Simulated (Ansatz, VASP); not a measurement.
# CdSe: VASP beside Ansatz

```
Cd Se
1.0
     0.00000    2.91368    2.91368
     2.91368    0.00000    2.91368
     2.91368    2.91368    0.00000
Cd Se
1 1
Cartesian
  0.0000 0.0000 0.0000
  2.9137 2.9137 2.9137
```

Alike in both runs: task single point; functional PBEsol; k mesh 12 × 12 × 12; occupations gaussian, width 0.1 eV; no spin polarisation.

|  | VASP | Ansatz |
| --- | --- | --- |
| version | VASP 6.6.1 | Ansatz 0.2.0 |
| potentials or method | VASP PAW PBE potentials, release 64 (Cd, Se), cutoff 500 eV | scalar-relativistic, plane waves, PAW |
| valence electrons in the cell | 18 | 36 |

VASP gave:

| Item | Value |
| --- | --- |
| gap on the k mesh at the Fermi level (eV) | none |
| pressure (GPa) | -5.5 |

Task: Which values does Ansatz return?

Result: gap on the k mesh at the Fermi level (eV): none; pressure (GPa): -5.8.

VASP's potentials were made for PBE, not for PBEsol. A gap of «none» marks a metal or a gap that the smearing closes. With one functional, cell and mesh, what is left measures potentials, basis and numerics. VASP's potentials hold 18 valence electrons a cell and Ansatz's 36, so a difference there can come from the potentials and not from the codes.
